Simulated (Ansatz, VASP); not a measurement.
# One calculation of AlNi3, two programs

```
Ni Al
1.0
     3.49941    0.00000    0.00000
     0.00000    3.49941    0.00000
     0.00000    0.00000    3.49941
Ni Al
3 1
Direct
  0.50000 0.50000 0.00000
  0.50000 0.00000 0.50000
  0.00000 0.50000 0.50000
  0.00000 0.00000 0.00000
```

Alike in both runs: task single point; functional PBEsol; k mesh 8 × 8 × 8; occupations fermi-dirac, width 0.05 eV; collinear spin.

```csv
,VASP,Ansatz
version,VASP 6.6.1,Ansatz 0.2.0
potentials or method,"VASP PAW PBE potentials, release 64 (Ni, Al)",Ansatz PAW
plane-wave cutoff (eV),520,420
valence electrons in the cell,33,57
```

Ansatz gave:

```
gap on the k mesh at the Fermi level (eV)                     : none
pressure (GPa)                                                : 3.6
net moment per atom (μB)                                      : 0.16
size of the moment on the site where the two differ most (μB) : 0.23
```

Question: Estimate VASP's values.

Answer: gap on the k mesh at the Fermi level (eV): none; pressure (GPa): 3.7; net moment per atom (μB): 0.15; size of the moment on the site where the two differ most (μB): 0.21.

VASP's potentials were made for PBE, not for PBEsol. Site moments also hang on the region over which each program counts them. A gap of «none» marks a metal or a gap that the smearing closes. VASP's potentials hold 33 valence electrons a cell and Ansatz's 57, so a difference there can come from the potentials and not from the codes.
